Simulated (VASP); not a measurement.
A run of VASP 6.6.1:

Contents of INCAR:

```
SYSTEM = AlAs
  PREC = Accurate
  ENCUT = 500
  EDIFF = 1E-6
  ISMEAR = 0
  SIGMA = 0.02
  LREAL = .FALSE.
  LASPH = .TRUE.
  NELM = 120
  ALGO = Normal
  ISIF = 2
  LWAVE = .FALSE.
  LCHARG = .FALSE.
  GGA = PE
  NBANDS = 11
  GGA_COMPAT = .FALSE.
```

Contents of KPOINTS:

```
regular mesh
0
G
  8 8 8
  0 0 0
```

File POSCAR:

```
AlAs
1.0
    0.0000000000      2.9199739403      2.9199739403
    2.9199739403      0.0000000000      2.9199739403
    2.9199739403      2.9199739403      0.0000000000
Al As
1 1
Direct
    0.0000000000      0.0000000000      0.0000000000
    0.2500000000      0.2500000000      0.2500000000
```

Potentials or basis: VASP PAW PBE potentials, release 64 (Al, As).

Launch:

```sh
$ cat potpaw_PBE.64/Al/POTCAR potpaw_PBE.64/As/POTCAR > POTCAR
$ mpirun -np 1 vasp_std > vasp.out
```

Hardware: 1 thread of Intel(R) Xeon(R) 6975P-C (Granite Rapids) (shared host).

Problem. Estimate the wall time of this run.

Solution. Run time: 6.3 s on 1 thread of Intel(R) Xeon(R) 6975P-C (Granite Rapids) (shared host), peak memory 0.17 GiB. Counts: scf iterations 12, k points 29.
